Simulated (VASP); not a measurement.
# WC in VASP: relaxation of the atoms with PBE

Aim: the relaxation of the atoms of WC with PBE.

Everything below comes from runs of VASP 6.6.1. Logs are shortened: lines on timing, memory, paths and dates and some standing lists are left out, and cuts for length are marked.

### Step 1. The cell of the first run

The cell holds a slab with vacuum, 16 atoms: a = 5.681 Å, b = 5.681 Å, c = 15.184 Å, α = 90.00°, β = 90.00°, γ = 120.00°.

### Step 2. Relaxation of the atoms, PBE

File INCAR:

```
ALGO     = Normal         # electronic algorithm
EDIFF    = 1E-6           # SCF threshold, eV
EDIFFG   = -0.08          # ionic threshold
ENCUT    = 520            # plane-wave cutoff, eV
GGA      = PE             # functional
IBRION   = 2              # ionic algorithm
ISIF     = 2              # what is computed and relaxed
ISMEAR   = -1             # smearing method
LASPH    = T              # aspherical terms in the spheres
LCHARG   = F              # write CHGCAR
LREAL    = Auto         
LWAVE    = F              # write WAVECAR
NELM     = 80             # most SCF steps
NSW      = 45             # ionic steps
PREC     = Accurate       # precision mode
SIGMA    = 0.1            # smearing width, eV
```

File KPOINTS:

```
k-points
0
Gamma
  2 2 1
```

File POSCAR:

```
WC
1.0
    5.6815000000      0.0000000000      0.0000000000
   -2.8407500000      4.9203230000      0.0000000000
    0.0000000000      0.0000000000     15.1839650000
W C
8 8
Selective dynamics
Direct
    0.0000000000      0.0000000000      0.0658590000  F F F
    0.0000000000      0.0000000000      0.2495600000  T T T
    0.0000000000      0.5000000000      0.0658590000  F F F
    0.0000000000      0.5000000000      0.2495600000  T T T
    0.5000000000      0.0000000000      0.0658590000  F F F
    0.5000000000      0.0000000000      0.2495600000  T T T
    0.5000000000      0.5000000000      0.0658590000  F F F
    0.5000000000      0.5000000000      0.2495600000  T T T
    0.3333333000      0.1666667000      0.1577095000  T T T
    0.3333333000      0.1666667000      0.3414105000  T T T
    0.3333333000      0.6666667000      0.1577095000  T T T
    0.3333333000      0.6666667000      0.3414105000  T T T
    0.8333333000      0.1666667000      0.1577095000  T T T
    0.8333333000      0.1666667000      0.3414105000  T T T
    0.8333333000      0.6666667000      0.1577095000  T T T
    0.8333333000      0.6666667000      0.3414105000  T T T
```

Potentials or basis: VASP PAW PBE potentials, release 64 (W_sv, C).

Command:

```
cat potpaw_PBE.64/W_sv/POTCAR potpaw_PBE.64/C/POTCAR > POTCAR
mpirun -np 1 vasp_std > vasp.out
```

OUTCAR:

```text
EDIFF = 1E-6
   EDIFFG = -0.08
   ENCUT = 520
   GGA = PE
   IBRION = 2
   ISIF = 2
   ISMEAR = -1
   LASPH = T
   LREAL = Auto
   NELM = 80
   NSW = 45
   PREC = Accurate

 ion  position               nearest neighbor table
   1  0.000  0.000  0.066-  15 2.15   9 2.15  13 2.15   2 2.79   7 2.84   3 2.84   3 2.84   7 2.84
                             5 2.84   5 2.84
   2  0.000  0.000  0.250-  15 2.15  16 2.15   9 2.15  10 2.15  13 2.15  14 2.15   1 2.79   4 2.84
                             8 2.84   4 2.84   8 2.84   6 2.84   6 2.84
   3  0.000  0.500  0.066-  13 2.15  11 2.15  15 2.15   4 2.79   5 2.84   1 2.84   1 2.84   5 2.84
                             7 2.84   7 2.84
   4  0.000  0.500  0.250-  13 2.15  14 2.15  11 2.15  12 2.15  15 2.15  16 2.15   3 2.79   2 2.84
                             6 2.84   2 2.84   6 2.84   8 2.84   8 2.84
   5  0.500  0.000  0.066-  11 2.15  13 2.15   9 2.15   6 2.79   7 2.84   3 2.84   7 2.84   3 2.84
                             1 2.84   1 2.84
   6  0.500  0.000  0.250-  11 2.15  12 2.15  13 2.15  14 2.15   9 2.15  10 2.15   5 2.79   4 2.84
                             8 2.84   8 2.84   4 2.84   2 2.84   2 2.84
   7  0.500  0.500  0.066-   9 2.15  15 2.15  11 2.15   8 2.79   1 2.84   5 2.84   5 2.84   1 2.84
                             3 2.84   3 2.84
   8  0.500  0.500  0.250-   9 2.15  10 2.15  15 2.15  16 2.15  11 2.15  12 2.15   7 2.79   6 2.84
                             2 2.84   6 2.84   2 2.84   4 2.84   4 2.84
   9  0.333  0.167  0.158-   7 2.15   8 2.15   1 2.15   2 2.15   5 2.15   6 2.15
[... 14 lines left out ...]
 A1 = (   5.6815000000,   0.0000000000,   0.0000000000)
 A2 = (  -2.8407500000,   4.9203230000,   0.0000000000)
 A3 = (   0.0000000000,   0.0000000000,  15.1839650000)

Analysis of symmetry for initial positions (statically):
=====================================================================
 Subroutine PRICEL returns following result:

  LATTYP: Found a hexagonal cell.
 ALAT       =     2.8407500000
 C/A-ratio  =     5.3450550031
[... 12 lines left out ...]
 Subroutine GETGRP returns: Found  6 space group operations
 (whereof  6 operations were pure point group operations)
 out of a pool of 24 trial point group operations.

The static configuration has the point symmetry C_3v.

Analysis of symmetry for dynamics (positions and initial velocities):
=====================================================================
 Subroutine PRICEL returns following result:

  LATTYP: Found a hexagonal cell.
 ALAT       =     2.8407500000
 C/A-ratio  =     5.3450550031
[... 12 lines left out ...]
 Subroutine GETGRP returns: Found  6 space group operations
 (whereof  6 operations were pure point group operations)
 out of a pool of 24 trial point group operations.

The dynamic configuration has the point symmetry C_3v.

Analysis of constrained symmetry for selective dynamics:
=====================================================================
 Subroutine PRICEL returns following result:

  LATTYP: Found a hexagonal cell.
 ALAT       =     2.8407500000
[... 122 lines left out ...]
   LORBIT       =      0    0 simple, 1 ext, 2 COOP (PROOUT), +10 PAW based schemes
   GGA     = PE    functional components
   LHFCALC =     F    Hartree Fock is set to
   AEXX    =    0.0000 exact exchange contribution
   IVDW    =     0    specifies the selected vdW correction
   LEPSILON=     F    determine dielectric tensor
   LRPA    =     F    only Hartree local field effects (RPA)
 conjugate gradient relaxation of ions
 non-spin polarized calculation
  energy-cutoff  :      520.00
  volume of cell :      424.46
 maximum number of plane-waves:     11481
   NGX = 21   NGY = 21   NGZ = 57

--------------------------------------- Ionic step        1  -------------------------------------------

 number of electron     144.0000015 magnetization

 Free energy of the ion-electron system (eV)
  ---------------------------------------------------
  ext. energy  EPLUGINS =         0.00000000
  ---------------------------------------------------
  free energy    TOTEN  =      -159.42048034 eV

  energy without entropy =     -159.06440834  energy(sigma->0) =     -159.24244434

------------------------ aborting loop because EDIFF is reached ----------------------------------------

  FORCE on cell =-STRESS in cart. coord.  units (eV):
  Direction    XX          YY          ZZ          XY          YZ          ZX
  --------------------------------------------------------------------------------------
  -------------------------------------------------------------------------------------
  Total       15.6543309     15.6543288     -7.8009389     -0.0000000      0.0000000      0.0000000
  in kB       59.0885419     59.0885339    -29.4452768     -0.0000000      0.0000000      0.0000000
  external PRESSURE =      29.5772664 kB  Pullay stress =       0.0000000 kB
[... 387 lines left out ...]
--------------------------------------- Ionic step        9  -------------------------------------------

 number of electron     144.0000012 magnetization

 Free energy of the ion-electron system (eV)
  ---------------------------------------------------
  ext. energy  EPLUGINS =         0.00000000
  ---------------------------------------------------
  free energy    TOTEN  =      -162.31631858 eV

  energy without entropy =     -162.06302040  energy(sigma->0) =     -162.18966949

 E-fermi :   1.0732     XC(G=0):  -6.5967

 val. band max:        1.0232850342   @ k =   0.5000  -0.0000   0.0000
 cond. band min:       1.3146296041   @ k =   0.0000   0.0000   0.0000
 fundamental gap:      0.2913445699
 Fermi energy:         1.0731887143

 k-point     1 :       0.0000    0.0000    0.0000
  band No.  band energies     occupation
      1     -72.9315      2.00000
      2     -72.8551      2.00000
      3     -72.8551      2.00000
      4     -72.8551      2.00000
      5     -72.5895      2.00000
      6     -72.5081      2.00000
[... 76 lines left out ...]
     83       3.9346      0.00000
     84       4.7669      0.00000

 k-point     2 :       0.5000   -0.0000    0.0000
  band No.  band energies     occupation
      1     -72.8934      2.00000
      2     -72.8934      2.00000
      3     -72.8551      2.00000
      4     -72.8551      2.00000
      5     -72.5489      2.00000
      6     -72.5489      2.00000
[... 76 lines left out ...]
     83       3.1125      0.00000
     84       3.1125      0.00000
 [bands above 84 left out]

------------------------ aborting loop because EDIFF is reached ----------------------------------------

  FORCE on cell =-STRESS in cart. coord.  units (eV):
  Direction    XX          YY          ZZ          XY          YZ          ZX
  --------------------------------------------------------------------------------------
  -------------------------------------------------------------------------------------
  Total       22.8022362     22.8022331     -1.0335737     -0.0000000      0.0000000      0.0000000
  in kB       86.0688904     86.0688788     -3.9013077     -0.0000000      0.0000000      0.0000000
  external PRESSURE =      56.0788205 kB  Pullay stress =       0.0000000 kB
[... 31 lines left out ...]
  FREE ENERGIE OF THE ION-ELECTRON SYSTEM (eV)
  ---------------------------------------------------
  free  energy   TOTEN  =      -162.3163185794 eV

  energy  without entropy=     -162.0630204046  energy(sigma->0) =     -162.18966949

 reached required accuracy - stopping structural energy minimisation
```

OSZICAR:

```text
N       E                     dE             d eps       ncg     rms          rms(c)
DAV:   1     0.172531711642E+04    0.17253E+04   -0.84679E+04   416   0.162E+03
DAV:   2    -0.726231029022E+02   -0.17979E+04   -0.17559E+04   396   0.491E+02
DAV:   3    -0.178042488790E+03   -0.10542E+03   -0.10099E+03   424   0.116E+02
[... 100 lines left out ...]
DAV:   3    -0.162316380739E+03    0.61162E-07   -0.17066E-03   416   0.226E-01    0.103E-01
DAV:   4    -0.162316331706E+03    0.49033E-04   -0.43698E-04   432   0.116E-01    0.592E-02
DAV:   5    -0.162316324936E+03    0.67701E-05   -0.16768E-04   424   0.790E-02    0.181E-02
DAV:   6    -0.162316318178E+03    0.67581E-05   -0.31904E-05   408   0.328E-02    0.828E-03
DAV:   7    -0.162316318579E+03   -0.40151E-06   -0.37640E-06   320   0.767E-03
   9 F= -.16231632E+03 E0= -.16218967E+03  d E =-.291690E-02
```

Wall time 29 min (1 thread of Intel Xeon 8259CL, shared host); peak memory 0.55 GiB.

Results:

```
Free energy               : -162.3163 eV
Energy gained by relaxing : 181.0 meV/atom
Ionic steps               : 9
Band gap on the k mesh    : zero (bands 72 and 73 overlap by 0.47 eV)
```

Step by step:
| step | energy change (eV) | largest force on free atoms (eV/Å) | pressure (GPa) |
| --- | --- | --- | --- |
| 1 | 0.0000 | 5.8040 | 2.96 |
| 2 | -0.2467 | 6.4358 | 11.21 |
| 3 | -2.8744 | 0.3379 | 5.14 |
| 4 | -2.8747 | 0.3653 | 5.05 |
| 5 | -2.8896 | 0.1554 | 5.17 |
| 6 | -2.8904 | 0.1816 | 5.20 |
| 7 | -2.8928 | 0.1711 | 5.53 |
| 8 | -2.8929 | 0.1379 | 5.48 |
| 9 | -2.8958 | 0.0651 | 5.61 |

Final structure:
```
CELL_PARAMETERS angstrom
5.68150 0.00000 0.00000
-2.84075 4.92032 0.00000
0.00000 0.00000 15.18397
ATOMIC_POSITIONS crystal
W 0.00000 0.00000 0.06586
W 0.00000 0.00000 0.25840
W 0.00000 0.50000 0.06586
W 0.00000 0.50000 0.25840
W 0.50000 0.00000 0.06586
W 0.50000 0.00000 0.25840
W 0.50000 0.50000 0.06586
W 0.50000 0.50000 0.25840
C 0.33333 0.16667 0.15316
C 0.33333 0.16667 0.33427
C 0.33333 0.66667 0.15316
C 0.33333 0.66667 0.33427
C 0.83333 0.16667 0.15316
C 0.83333 0.16667 0.33427
C 0.83333 0.66667 0.15316
C 0.83333 0.66667 0.33427
```

Caveat: the k points lie up to 0.64 Å⁻¹ apart; there is no dipole correction, which matters where the two faces differ; spin-orbit coupling is left out, which moves the levels of the heavy elements.

The gap in the log of VASP goes by the Fermi energy; the results here count the filled bands.